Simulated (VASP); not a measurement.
Input of a VASP 6.6.1 run:

INCAR

```
SYSTEM = GePt
ALGO     = Normal         ! electronic algorithm
EDIFF    = 1E-7           ! SCF threshold, eV
ENCUT    = 520            ! plane-wave cutoff, eV
GGA      = PE             ! functional
ISIF     = 2              ! what is computed and relaxed
ISMEAR   = 0              ! smearing method
LASPH    = .True.         ! aspherical terms in the spheres
LCHARG   = .False.        ! write CHGCAR
LREAL    = .False.        ! projectors in reciprocal space
LWAVE    = .False.        ! write WAVECAR
NBANDS   = 58             ! bands
NELM     = 100            ! most SCF steps
PREC     = Accurate       ! precision mode
SIGMA    = 0.15           ! smearing width, eV
```

File KPOINTS:

```
k-points
0
Gamma
  6 10 6
  0 0 0
```

POSCAR

```
GePt
1.0
    5.8271351762      0.0000000000      0.0000000000
    0.0000000000      3.7445187411      0.0000000000
    0.0000000000      0.0000000000      6.1905450783
Ge Pt
4 4
Direct
    0.8132301603      0.7500000000      0.5874912879
    0.1867698397      0.2500000000      0.4125087121
    0.6867698397      0.2500000000      0.0874912879
    0.3132301603      0.7500000000      0.9125087121
    0.0017840208      0.7500000000      0.1930138331
    0.9982159792      0.2500000000      0.8069861669
    0.4982159792      0.2500000000      0.6930138331
    0.5017840208      0.7500000000      0.3069861669
```

Potentials or basis: VASP PAW PBE potentials, release 64 (Ge_d, Pt).

Command:

```console
$ cat potpaw_PBE.64/Ge_d/POTCAR potpaw_PBE.64/Pt/POTCAR > POTCAR
$ mpirun -np 1 vasp_std > vasp.out
```

Task: What does it give for the pressure?

Result: 0.0 GPa.

Task: What does it give for the band gap on the k mesh?

Result: Zero (bands 48 and 49 overlap by 1.37 eV).

Task: Estimate the largest force.

Result: 0.006 eV/Å.

Forces on the atoms (eV/Å):
```
Ge  -0.001  0.000  0.002
Ge   0.001  0.000 -0.002
Ge   0.001  0.000  0.002
Ge  -0.001  0.000 -0.002
Pt  -0.004  0.000 -0.004
Pt   0.004  0.000  0.004
Pt   0.004  0.000 -0.004
Pt  -0.004  0.000  0.004
```

Caveat: spin-orbit coupling is left out, which moves the levels of the heavy elements.
